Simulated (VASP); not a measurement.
Runs of VASP 6.6.1 on SiC. The structure is that of space group P6_3mc (No. 186), or close to it. The cells are those of the table. 

```csv
task,level,potentials or basis,cell,k mesh,cutoff (eV),smearing,gap on the mesh (eV),pressure (GPa),relaxed volume (Å³/atom),largest force (eV/Å)
single point,r2SCAN,"VASP PAW PBE potentials, release 64 (Si, C)","a = 3.078, b = 3.078, c = 10.077 Å, angles 90.0, 90.0, 120.0°, 8 atoms",12 × 12 × 2,520,fermi-dirac 0.02 eV,2.61,-0.2,-,-
relaxation of cell and atoms,PBEsol,"VASP PAW PBE potentials, release 64 (Si, C)","relaxed from a = 3.094, b = 3.094, c = 10.129 Å, angles 90.0, 90.0, 120.0°, 8 atoms",12 × 12 × 2,600,fermi-dirac 0.02 eV,2.11,0.0,10.34,-
single point,PBE,"VASP PAW PBE potentials, release 64 (Si, C)","a = 3.078, b = 3.078, c = 10.077 Å, angles 90.0, 90.0, 120.0°, 8 atoms",12 × 12 × 4,520,fermi-dirac 0.02 eV,2.23,3.5,-,0.01
single point,PBE,"VASP PAW PBE potentials, release 64 (Si, C)","a = 3.094, b = 3.094, c = 10.129 Å, angles 90.0, 90.0, 120.0°, 8 atoms",12 × 12 × 4,520,fermi-dirac 0.02 eV,(a),0.0,-,-
single point,LDA,"VASP PAW LDA potentials, release 64 (Si, C)","a = 3.058, b = 3.058, c = 10.012 Å, angles 90.0, 90.0, 120.0°, 8 atoms",12 × 12 × 2,520,fermi-dirac 0.02 eV,2.17,(b),-,-
relaxation of cell and atoms,LDA,"VASP PAW LDA potentials, release 64 (Si, C)","relaxed from a = 3.094, b = 3.094, c = 10.129 Å, angles 90.0, 90.0, 120.0°, 8 atoms",12 × 12 × 2,600,fermi-dirac 0.02 eV,2.17,0.0,10.15,-
single point,LDA,"VASP PAW LDA potentials, release 64 (Si, C)","a = 3.078, b = 3.078, c = 10.077 Å, angles 90.0, 90.0, 120.0°, 8 atoms",12 × 12 × 4,520,gaussian 0.01 eV,2.17,-3.8,-,0.01
dielectric tensor,PBE,"VASP PAW PBE potentials, release 64 (Si, C)","a = 3.078, b = 3.078, c = 10.077 Å, angles 90.0, 90.0, 120.0°, 8 atoms",9 × 9 × 2,520,gaussian 0.01 eV,2.34,-,-,-
```

Alike in all rows: no spin polarisation.

Task: Estimate the missing entries.

Result: (a) 2.22; (b) 0.4.

Caveats: the PAW data sets were made with another functional, which shifts forces and pressure a little (some runs).

A k mesh can miss the band edges.
